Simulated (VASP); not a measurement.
# TePb (Pm-3m) in VASP: a series of runs

Aim: see how the results for TePb move with the level of theory and the settings. Levels: PBE+D3(BJ), LDA. Tasks: relaxation of cell and atoms, single point.

Program: VASP 6.6.1. These are calculated values, not measurements. Logs are shortened: lines on timing, memory, paths and dates and some standing lists are left out, and cuts for length are marked.

## (1) The cell of the first run

The structure is cubic, space group Pm-3m (No. 221). Conventional cell: a = 4.002 Å, b = 4.002 Å, c = 4.002 Å, α = 90.00°, β = 90.00°, γ = 90.00°. Within 4.6 Å of Pb (site symmetry m-3m) lie 8 Te at 3.47 Å and 6 Pb at 4.00 Å. Within 4.6 Å of Te (site symmetry m-3m) lie 8 Pb at 3.47 Å and 6 Te at 4.00 Å.

## (2) Relaxation of cell and atoms, PBE+D3(BJ)

The input, INCAR:

```
PREC = Accurate
ENCUT = 600
EDIFF = 1E-6
ISMEAR = -1
SIGMA = 0.05
LREAL = F
LASPH = T
NELM = 80
ALGO = Normal
ISIF = 3
LWAVE = F
LCHARG = F
GGA = PE
IVDW = 12
IBRION = 2
NSW = 80
EDIFFG = -0.02
```

The input, KPOINTS:

```
regular mesh
0
Gamma
  7 7 7
```

The input, POSCAR:

```
TePb
1.0
    4.0022870000      0.0000000000      0.0000000000
    0.0000000000      4.0022870000      0.0000000000
    0.0000000000      0.0000000000      4.0022870000
Pb Te
1 1
Direct
    0.0000000000      0.0000000000      0.0000000000
    0.5000000000      0.5000000000      0.5000000000
```

Potentials or basis: VASP PAW PBE potentials, release 64 (Pb_d, Te).

Launch:

```
> cat potpaw_PBE.64/Pb_d/POTCAR potpaw_PBE.64/Te/POTCAR > POTCAR
> mpirun -np 1 vasp_std > vasp.out
```

OUTCAR:

```text
PREC = Accurate
   ENCUT = 600
   EDIFF = 1E-6
   ISMEAR = -1
   LREAL = F
   LASPH = T
   NELM = 80
   ISIF = 3
   GGA = PE
   IVDW = 12
   IBRION = 2
   NSW = 80
   EDIFFG = -0.02
 IVDW          = 12

 ion  position               nearest neighbor table
   1  0.000  0.000  0.000-   2 3.47   2 3.47   2 3.47   2 3.47   2 3.47   2 3.47   2 3.47   2 3.47

   2  0.500  0.500  0.500-   1 3.47   1 3.47   1 3.47   1 3.47   1 3.47   1 3.47   1 3.47   1 3.47

  LATTYP: Found a simple cubic cell.
 ALAT       =     4.0022870000

  Lattice vectors:

 A1 = (   4.0022870000,   0.0000000000,   0.0000000000)
 A2 = (   0.0000000000,   4.0022870000,   0.0000000000)
 A3 = (   0.0000000000,   0.0000000000,   4.0022870000)

Analysis of symmetry for initial positions (statically):
=====================================================================
 Subroutine PRICEL returns:
 Original cell was already a primitive cell.

 Routine SETGRP: Setting up the symmetry group for a
 simple cubic supercell.

 Subroutine GETGRP returns: Found 48 space group operations
 (whereof 48 operations were pure point group operations)
 out of a pool of 48 trial point group operations.

The static configuration has the point symmetry O_h .

Analysis of symmetry for dynamics (positions and initial velocities):
=====================================================================
 Subroutine PRICEL returns:
 Original cell was already a primitive cell.

 Routine SETGRP: Setting up the symmetry group for a
 simple cubic supercell.

 Subroutine GETGRP returns: Found 48 space group operations
 (whereof 48 operations were pure point group operations)
 out of a pool of 48 trial point group operations.

The dynamic configuration has the point symmetry O_h .

 Subroutine INISYM returns: Found 48 space group operations
 (whereof 48 operations are pure point group operations),
 and found     1 'primitive' translations

----------------------------------------------------------------------------------------

                                     Primitive cell

  volume of cell :      64.1098

  direct lattice vectors                    reciprocal lattice vectors
     4.002287000  0.000000000  0.000000000     0.249857144  0.000000000  0.000000000
     0.000000000  4.002287000  0.000000000     0.000000000  0.249857144  0.000000000
     0.000000000  0.000000000  4.002287000     0.000000000  0.000000000  0.249857144

  length of vectors
     4.002287000  4.002287000  4.002287000     0.249857144  0.249857144  0.249857144

  position of ions in fractional coordinates (direct lattice)
     0.000000000  0.000000000  0.000000000
     0.500000000  0.500000000  0.500000000

  ion indices of the primitive-cell ions
   primitive index   ion index
                 1           1
                 2           2

----------------------------------------------------------------------------------------

 KPOINTS: regular mesh

Automatic generation of k-mesh.
 Grid dimensions read from file:
 generate k-points for:    7    7    7

 Generating k-lattice:

  Cartesian coordinates                     Fractional coordinates (reciprocal lattice)
     0.035693878  0.000000000  0.000000000     0.142857143  0.000000000  0.000000000
     0.000000000  0.035693878  0.000000000     0.000000000  0.142857143  0.000000000
     0.000000000  0.000000000  0.035693878     0.000000000  0.000000000  0.142857143

  Length of vectors
     0.035693878  0.035693878  0.035693878

  Shift w.r.t. Gamma in fractional coordinates (k-lattice)
     0.000000000  0.000000000  0.000000000

 Subroutine IBZKPT returns following result:
 ===========================================

 Found     20 irreducible k-points:

 Following reciprocal coordinates:
            Coordinates               Weight
  0.000000  0.000000  0.000000      1.000000
  0.142857  0.000000  0.000000      6.000000
  0.285714  0.000000  0.000000      6.000000
  0.428571  0.000000  0.000000      6.000000
  0.142857  0.142857  0.000000     12.000000
  0.285714  0.142857  0.000000     24.000000
[... 12 lines left out ...]
  0.428571  0.428571  0.285714     24.000000
  0.428571  0.428571  0.428571      8.000000
   k-points           NKPTS =     20   k-points in BZ     NKDIM =     20   number of bands    NBANDS=     14
   number of dos      NEDOS =    301   number of ions     NIONS =      2
   total plane-waves  NPLWV =  32768
   dimension x,y,z NGX =    32 NGY =   32 NGZ =   32
   dimension x,y,z NGXF=    64 NGYF=   64 NGZF=   64
   ions per type =               1   1
   NGX,Y,Z   is equivalent  to a cutoff of  13.29, 13.29, 13.29 a.u.
   NGXF,Y,Z  is equivalent  to a cutoff of  26.58, 26.58, 26.58 a.u.
 SYSTEM =  unknown system
   PREC   = accura    normal or accurate (medium, high low for compatibility)
   ISTART =      0    job   : 0-new  1-cont  2-samecut
   ICHARG =      2    charge: 1-file 2-atom 10-const
   ISPIN  =      1    spin polarized calculation?
   LNONCOLLINEAR =      F non collinear calculations
   LSORBIT =      F    spin-orbit coupling
   LASPH  =      T    aspherical Exc in radial PAW
   ENCUT  =  600.0 eV  44.10 Ry    6.64 a.u.   7.99  7.99  7.99*2*pi/ulx,y,z
   NELM   =     80;   NELMIN=  2; NELMDL= -5     # of ELM steps
   EDIFF  = 0.1E-05   stopping-criterion for ELM
   LREAL  =      F    real-space projection
   EDIFFG = -.2E-01   stopping-criterion for IOM
   NSW    =     80    number of steps for IOM
   IBRION =      2    ionic relax: 0-MD 1-quasi-New 2-CG
   NFREE  =      1    steps in history (QN), initial steepest desc. (CG)
   ISIF   =      3    stress and relaxation
   ISYM   =      2    0-nonsym 1-usesym 2-fastsym
   POTIM  = 0.5000    time-step for ionic-motion
   TEBEG  =    0.0;   TEEND  =   0.0 temperature during run
   PSTRESS=    0.0 pullay stress
   NELECT =      20.0000    total number of electrons
   NUPDOWN=      -1.0000    fix difference up-down
   EMIN   =  10.00;   EMAX   =-10.00  energy-range for DOS
   EFERMI =   0.00;   METHOD = LEGACY
   ISMEAR =    -1;   SIGMA  =   0.05  broadening in eV -4-tet -1-fermi 0-gaus
   EFERMI_NEDOS =   21; number of points for ismear=-14 and -15
   IALGO  =     38    algorithm
   IMIX   =      4    mixing-type and parameters
     AMIX     =   0.40;   BMIX     =  1.00
     AMIX_MAG =   1.60;   BMIX_MAG =  1.00
  volume/ion in A,a.u.               =      32.05       216.32
  Fermi-wavevector in a.u.,A,eV,Ry     =   1.110307  2.098177 16.773027  1.232783
  Thomas-Fermi vector in A             =   2.246857
   LORBIT       =      0    0 simple, 1 ext, 2 COOP (PROOUT), +10 PAW based schemes
   GGA     = PE    functional components
   LHFCALC =     F    Hartree Fock is set to
   AEXX    =    0.0000 exact exchange contribution
   IVDW    =    12    specifies the selected vdW correction
   LEPSILON=     F    determine dielectric tensor
   LRPA    =     F    only Hartree local field effects (RPA)
 conjugate gradient relaxation of ions
 non-spin polarized calculation
  energy-cutoff  :      600.00
  volume of cell :       64.11
 maximum number of plane-waves:      2170
 NGX is ok and might be reduce to    32
   NGX = 15   NGY = 15   NGZ = 15

--------------------------------------- Ionic step        1  -------------------------------------------

 number of electron      20.0000004 magnetization

 Free energy of the ion-electron system (eV)
  ---------------------------------------------------
  ext. energy  EPLUGINS =         0.00000000
  ---------------------------------------------------
  free energy    TOTEN  =        -7.06109228 eV

  energy without entropy =       -7.04750047  energy(sigma->0) =       -7.05429638

------------------------ aborting loop because EDIFF is reached ----------------------------------------

 Edisp (eV)   -0.84431

 E8    (eV) :    -0.4070

  FORCE on cell =-STRESS in cart. coord.  units (eV):
  Direction    XX          YY          ZZ          XY          YZ          ZX
  --------------------------------------------------------------------------------------
  -------------------------------------------------------------------------------------
  Total      -0.64681    -0.64681    -0.64681    -0.00000     0.00000    -0.00000
  in kB     -16.16463   -16.16463   -16.16463    -0.00000     0.00000    -0.00000
  external pressure =      -16.16 kB  Pullay stress =        0.00 kB

 VOLUME and BASIS-vectors are now :
 -----------------------------------------------------------------------------
  energy-cutoff  :      600.00
  volume of cell :       64.11
      direct lattice vectors                 reciprocal lattice vectors
     4.002287000  0.000000000  0.000000000     0.249857144  0.000000000  0.000000000
     0.000000000  4.002287000  0.000000000     0.000000000  0.249857144  0.000000000
     0.000000000  0.000000000  4.002287000     0.000000000  0.000000000  0.249857144
[... 41 lines left out ...]
 POSITION                                       TOTAL-FORCE (eV/Angst)
 -----------------------------------------------------------------------------------
      0.00000      0.00000      0.00000         0.000000     -0.000000      0.000000
      1.96992      1.96992      1.96992        -0.000000      0.000000      0.000000
 -----------------------------------------------------------------------------------
    total drift:                               -0.000000      0.000000      0.000000

  FREE ENERGIE OF THE ION-ELECTRON SYSTEM (eV)
  ---------------------------------------------------
  free  energy   TOTEN  =        -7.9251103297 eV

  energy  without entropy=       -7.9095454796  energy(sigma->0) =       -7.91732790

--------------------------------------- Ionic step        3  -------------------------------------------

 number of electron      19.9999993 magnetization

 Free energy of the ion-electron system (eV)
  ---------------------------------------------------
  ext. energy  EPLUGINS =         0.00000000
  ---------------------------------------------------
  free energy    TOTEN  =        -7.03998056 eV

  energy without entropy =       -7.02429846  energy(sigma->0) =       -7.03213951

 E-fermi :   6.9413     XC(G=0):  -9.9185

 val. band max:        6.9327351877   @ k =   0.4286   0.4286   0.2857
 cond. band min:       6.9470299925   @ k =   0.1429   0.1429   0.1429
 fundamental gap:      0.0142948047
 Fermi energy:         6.9412922395

 k-point     1 :       0.0000    0.0000    0.0000
  band No.  band energies     occupation
      1     -10.1523      2.00000
      2     -10.1523      2.00000
      3     -10.0551      2.00000
      4     -10.0551      2.00000
      5     -10.0551      2.00000
      6      -5.5301      2.00000
      7       0.3559      2.00000
      8       5.2876      2.00000
      9       5.2876      2.00000
     10       5.2876      2.00000
     11      10.9094      0.00000
     12      10.9094      0.00000
     13      12.5565      0.00000
     14      12.5565      0.00000

 k-point     2 :       0.1429    0.0000    0.0000
  band No.  band energies     occupation
      1     -10.1515      2.00000
      2     -10.1368      2.00000
      3     -10.0610      2.00000
      4     -10.0610      2.00000
      5     -10.0546      2.00000
      6      -5.3570      2.00000
      7      -0.0388      2.00000
      8       5.1808      2.00000
      9       5.4809      2.00000
     10       5.4809      2.00000
[... 334 lines left out ...]
 POSITION                                       TOTAL-FORCE (eV/Angst)
 -----------------------------------------------------------------------------------
      0.00000      0.00000      0.00000         0.000000      0.000000      0.000000
      1.96757      1.96757      1.96757        -0.000000     -0.000000      0.000000
 -----------------------------------------------------------------------------------
    total drift:                                0.000000      0.000000      0.000000

  FREE ENERGIE OF THE ION-ELECTRON SYSTEM (eV)
  ---------------------------------------------------
  free  energy   TOTEN  =        -7.9252763597 eV

  energy  without entropy=       -7.9095942635  energy(sigma->0) =       -7.91743531

 reached required accuracy - stopping structural energy minimisation
```

It took 38 s on 1 thread of Intel Xeon 6975P-C, shared host; peak memory 0.21 GiB.

What came out:

```yaml
Free_energy: -7.9253 eV
Relaxed_volume: 30.47 Å³/atom
Relaxed_cell: a = 3.935 Å, b = 3.935 Å, c = 3.935 Å, α = 90.00°, β = 90.00°, γ = 90.00°
Space_group_after_relaxing_to_0.05_Å: Pm-3m (No. 221)
Energy_gained_by_relaxing: 9.9 meV/atom
Ionic_steps: 3
Pressure_after_relaxing: 0.0 GPa
Band_gap_on_the_k_mesh: zero (band 10 reaches 7.15 eV, above the bottom of band 11 at 6.25 eV)
Dispersion_energy_per_atom: -0.443 eV
```

Step by step:
```tsv
step	energy change (eV)	largest force (eV/Å)	pressure (GPa)	volume (Å³)
1	0.0000	0.0000	-1.62	64.11
2	-0.0197	0.0000	-0.19	61.16
3	-0.0199	0.0000	-0.04	60.94
```

Final structure:
```xyz
2
Lattice="3.9351 0.0000 0.0000 0.0000 3.9351 0.0000 0.0000 0.0000 3.9351" Properties=species:S:1:pos:R:3 pbc="T T T"
Pb    0.0000    0.0000    0.0000
Te    1.9676    1.9676    1.9676
```

Levels at points of the mesh, in eV from the Fermi level:
```
           k point  band 7  band 8  band 9  band 10  band 11  band 12  band 13  band 14
(0.00, 0.00, 0.00)   -6.59   -1.65   -1.65    -1.65     3.97     3.97     5.62     5.62
```

Caveat: spin-orbit coupling is left out, which moves the levels of the heavy elements; pairwise dispersion overbinds metals, which lowers pressure and volume.

## (3) Single point, LDA, non-collinear spin, zero start, spin-orbit coupling

The input, INCAR:

```
SYSTEM = TePb
PREC = Accurate ; ENCUT = 520
EDIFF = 1E-6 ; ISMEAR = -1
SIGMA = 0.05 ; LREAL = .FALSE.
LASPH = .TRUE. ; NELM = 150
ALGO = Normal ; ISIF = 2
LWAVE = .FALSE. ; LCHARG = .TRUE.
MAGMOM = 0 0 0 0 0 0 ; LORBIT = 11
LSORBIT = .TRUE. ; GGA_COMPAT = .FALSE.
LORBMOM = .TRUE. ; GGA = CA
LVHAR = .TRUE. ; NBANDS = 32
```

The input, KPOINTS:

```
Automatic mesh
0
G
  5 5 5
  0 0 0
```

POSCAR is that of step 2.

Potentials or basis: VASP PAW LDA potentials, release 64 (Pb_d, Te).

Launch:

```
> cat potpaw_LDA.64/Pb_d/POTCAR potpaw_LDA.64/Te/POTCAR > POTCAR
> mpirun -np 1 vasp_ncl > vasp.out
```

OUTCAR:

```text
SYSTEM = TePb
   PREC = Accurate
   ENCUT = 520
   EDIFF = 1E-6
   ISMEAR = -1
   LREAL = .FALSE.
   LASPH = .TRUE.
   NELM = 150
   ISIF = 2
   LORBIT = 11
   LSORBIT = .TRUE.
   GGA = CA

 ion  position               nearest neighbor table
   1  0.000  0.000  0.000-   2 3.47   2 3.47   2 3.47   2 3.47   2 3.47   2 3.47   2 3.47   2 3.47

   2  0.500  0.500  0.500-   1 3.47   1 3.47   1 3.47   1 3.47   1 3.47   1 3.47   1 3.47   1 3.47

  LATTYP: Found a simple cubic cell.
 ALAT       =     4.0022870000

  Lattice vectors:

 A1 = (   4.0022870000,   0.0000000000,   0.0000000000)
 A2 = (   0.0000000000,   4.0022870000,   0.0000000000)
 A3 = (   0.0000000000,   0.0000000000,   4.0022870000)

Analysis of symmetry for initial positions (statically):
=====================================================================
 Subroutine PRICEL returns:
 Original cell was already a primitive cell.

 Routine SETGRP: Setting up the symmetry group for a
 simple cubic supercell.

 Subroutine GETGRP returns: Found 48 space group operations
 (whereof 48 operations were pure point group operations)
[... 598 lines left out ...]
     0.0000000     0.0000000     0.0000000     0.0000000     0.0000000     0.0000000     0.0000000
     0.0000000     0.0000000     0.0000000     0.0000000     0.0000000     0.0000000     0.0000000
     0.0000000     0.0000000     0.0000000     0.0000000     0.0000000     0.0000000     0.0000000
     0.0000000     0.0000000     0.0000000     0.0000000     0.0000000     0.0000000     0.0000000
     0.0000000     0.0000000     0.0000000     0.0000000     0.0000000     0.0000000     0.0000000

 Ion:    2  E_soc:     -0.2433565
 l=   1
     0.0000000    -0.0405395    -0.0405395
    -0.0405395     0.0000000    -0.0405395
    -0.0405395    -0.0405395     0.0000000
 l=   2
     0.0000000     0.0000286     0.0000000     0.0000286    -0.0000485
     0.0000286     0.0000000    -0.0000364     0.0000286    -0.0000121
     0.0000000    -0.0000364     0.0000000    -0.0000364     0.0000000
     0.0000286     0.0000286    -0.0000364     0.0000000    -0.0000121
    -0.0000485    -0.0000121     0.0000000    -0.0000121     0.0000000
 l=   3
     0.0000000     0.0000000     0.0000000     0.0000000     0.0000000     0.0000000     0.0000000
     0.0000000     0.0000000     0.0000000     0.0000000     0.0000000     0.0000000     0.0000000
     0.0000000     0.0000000     0.0000000     0.0000000     0.0000000     0.0000000     0.0000000
     0.0000000     0.0000000     0.0000000     0.0000000     0.0000000     0.0000000     0.0000000
     0.0000000     0.0000000     0.0000000     0.0000000     0.0000000     0.0000000     0.0000000
     0.0000000     0.0000000     0.0000000     0.0000000     0.0000000     0.0000000     0.0000000
     0.0000000     0.0000000     0.0000000     0.0000000     0.0000000     0.0000000     0.0000000

 total charge

# of ion       s       p       d       tot
------------------------------------------
    1        1.447   0.576   9.822  11.845
    2        1.404   1.923   0.019   3.347
--------------------------------------------------
tot          2.851   2.500   9.841  15.191

 magnetization (x)

# of ion       s       p       d       tot
------------------------------------------
    1        0.000   0.000   0.000   0.000
    2        0.000  -0.000   0.000  -0.000
--------------------------------------------------
tot          0.000  -0.000   0.000   0.000

 magnetization (y)

# of ion       s       p       d       tot
------------------------------------------
    1        0.000  -0.000  -0.000  -0.000
    2        0.000  -0.000   0.000  -0.000
--------------------------------------------------
tot          0.000  -0.000  -0.000  -0.000

 magnetization (z)

# of ion       s       p       d       tot
------------------------------------------
    1        0.000   0.000  -0.000   0.000
    2       -0.000   0.000   0.000  -0.000
--------------------------------------------------
tot         -0.000   0.000  -0.000   0.000
```

OSZICAR:

```text
N       E                     dE             d eps       ncg     rms          rms(c)
DAV:   1     0.193578234018E+03    0.19358E+03   -0.87507E+03   640   0.125E+03
DAV:   2     0.970053042325E+01   -0.18388E+03   -0.17654E+03   656   0.350E+02
DAV:   3    -0.823867854479E+01   -0.17939E+02   -0.17409E+02   848   0.125E+02
DAV:   4    -0.898128535424E+01   -0.74261E+00   -0.74153E+00   784   0.269E+01
DAV:   5    -0.901910733187E+01   -0.37822E-01   -0.37819E-01   928   0.609E+00    0.401E+00
DAV:   6    -0.887949632527E+01    0.13961E+00   -0.26885E-01   896   0.413E+00    0.262E+00
DAV:   7    -0.887688009045E+01    0.26162E-02   -0.50115E-02   808   0.106E+00    0.143E+00
DAV:   8    -0.887580268081E+01    0.10774E-02   -0.27337E-03   800   0.487E-01    0.689E-01
DAV:   9    -0.887553947376E+01    0.26321E-03   -0.12849E-03   752   0.328E-01    0.923E-02
DAV:  10    -0.887547213775E+01    0.67336E-04   -0.32663E-04   832   0.134E-01    0.363E-02
DAV:  11    -0.887547828472E+01   -0.61470E-05   -0.44315E-05   776   0.432E-02    0.152E-02
DAV:  12    -0.887547584674E+01    0.24380E-05   -0.86971E-06   840   0.257E-02    0.432E-03
DAV:  13    -0.887547541286E+01    0.43388E-06   -0.30153E-06   672   0.879E-03
   1 F= -.88754754E+01 E0= -.88695947E+01  d E =-.117614E-01  mag=    -0.0000     0.0000    -0.0000
```

Wall time 58 s (1 thread of Intel Xeon 6975P-C, shared host); peak memory 0.24 GiB.

What came out:

* Free energy: -8.8755 eV
* Pressure: -3.8 GPa
* Net moment: 0.00 μB per cell
* Valence electrons inside the program's atomic spheres: Pb 11.85; Te 3.35

Moments on the atoms (μB; x, y, z):
```
Pb  0.00 0.00 0.00
Te  0.00 0.00 0.00
```
